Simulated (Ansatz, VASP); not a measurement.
# One calculation of Sb, two programs

File POSCAR:

```
Sb
1.0
    3.0954921035      0.0000000000      0.0000000000
    0.0000000000      3.0954921035      0.0000000000
    0.0000000000      0.0000000000      3.0954921035
Sb
1
Direct
    0.0000000000      0.0000000000      0.0000000000
```

INCAR.step1

```
ALGO = Normal
EDIFF = 1E-4
ENCUT = 520
GGA = PE
ISMEAR = -1
LASPH = True
LCHARG = False
LREAL = False
LWAVE = True
NBANDS = 8
NELM = 60
PREC = Accurate
SIGMA = 0.05
```

Contents of INCAR.step2:

```
ALGO = Normal
EDIFF = 1E-7
ENCUT = 520
ISIF = 2
ISMEAR = -1
ISTART = 1
LASPH = True
LCHARG = False
LMIXTAU = True
LREAL = False
LWAVE = False
METAGGA = R2SCAN
NBANDS = 8
NELM = 60
PREC = Accurate
SIGMA = 0.05
```

File KPOINTS:

```
k-points
0
Gamma
  8 8 8
```

File input.yaml:

```yaml
crystal:
  lattice:
    - [3.0954921035, 0.0, 0.0]
    - [0.0, 3.0954921035, 0.0]
    - [0.0, 0.0, 3.0954921035]
  atoms:
    - { symbol: Sb, position: [0.0, 0.0, 0.0] }
hamiltonian:
  xc: r2scan
  pseudopotentials: { kind: paw }
kpoints:
  mp_grid: { grid: [8, 8, 8] }
scf:
  occupations: { method: fermi_dirac, width: 0.05 }
output:
  forces: true
  stress: true
  eigenvalues: true
  write_density: true
  write_potential: true
  elf: true
  volumetric_format: npy
```

Alike in both runs: task single point; functional r2SCAN; k mesh 8 × 8 × 8; occupations fermi-dirac, width 0.05 eV; no spin polarisation.

|  | VASP | Ansatz |
| --- | --- | --- |
| version | VASP 6.6.1 | Ansatz 0.2.0 |
| potentials or method | VASP PAW PBE potentials, release 64 (Sb) | Ansatz PAW |
| plane-wave cutoff (eV) | 520 | 500 |
| valence electrons in the cell | 5 | 15 |

|  | VASP | Ansatz | Ansatz less VASP |
| --- | --- | --- | --- |
| gap on the k mesh at the Fermi level (eV) | none | none | - |
| pressure (GPa) | 0.1 | 0.0 | -0.03 |

VASP's potentials were made for PBE, not for r2SCAN. A gap of «none» marks a metal or a gap that the smearing closes. With one functional, cell and mesh, what is left measures potentials, basis and numerics. VASP's potentials hold 5 valence electrons a cell and Ansatz's 15, so a difference there can come from the potentials and not from the codes.

Spin-orbit coupling is off throughout.
